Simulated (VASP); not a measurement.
Write the native input for VASP 6.6.1 that does the following.

| Quantity | Value |
| --- | --- |
| Task | single point |
| Functional | LDA |
| Potentials or basis | VASP PAW LDA potentials, release 64 (Te) |
| Cutoff | 520 eV |
| k mesh | 9 × 9 × 6 |
| Occupations | methfessel-paxton, width 0.6 eV |
| Spin | no spin polarisation |
| Dipole correction | no |
| Further INCAR settings | ALGO = Normal; EDIFF = 1e-06; NBANDS = 16 |

The structure of Te lies in POSCAR:

```
Te
1.0
    4.2966332825      0.0000000000      0.0000000000
   -2.1483166412      3.7209935734      0.0000000000
    0.0000000000      0.0000000000      5.9041060663
Te
3
Direct
    0.2855404168      1.0000000000      0.3333333333
    1.0000000000      0.2855404168      0.6666666667
    0.7144595832      0.7144595832      1.0000000000
```

These files were run (other wordings do the same):

INCAR

```
PREC = Accurate ; ENCUT = 520
EDIFF = 1E-6 ; ISMEAR = 1
SIGMA = 0.6 ; LREAL = False
LASPH = True ; NELM = 60
ALGO = Normal ; ISIF = 2
LWAVE = False ; LCHARG = False
NBANDS = 16
```

KPOINTS

```
regular mesh
0
Gamma
  9 9 6
```

Potentials or basis: VASP PAW LDA potentials, release 64 (Te).

Launch:

```console
$ cat potpaw_LDA.64/Te/POTCAR > POTCAR
$ mpirun -np 1 vasp_std > vasp.out
```

It gave:

| Quantity | Value |
| --- | --- |
| Pressure | -0.1 GPa |
| Largest force | 0.021 eV/Å |
| Band gap on the k mesh | zero (filled and empty bands touch) |

Caveat: so wide a smearing shifts energies and pressures; spin-orbit coupling is left out, which moves the levels of the heavy elements.

Wall time 40 s on 1 thread of AMD EPYC 9R45 96-Core Processor (Zen 5) (shared host), peak memory 0.19 GiB.
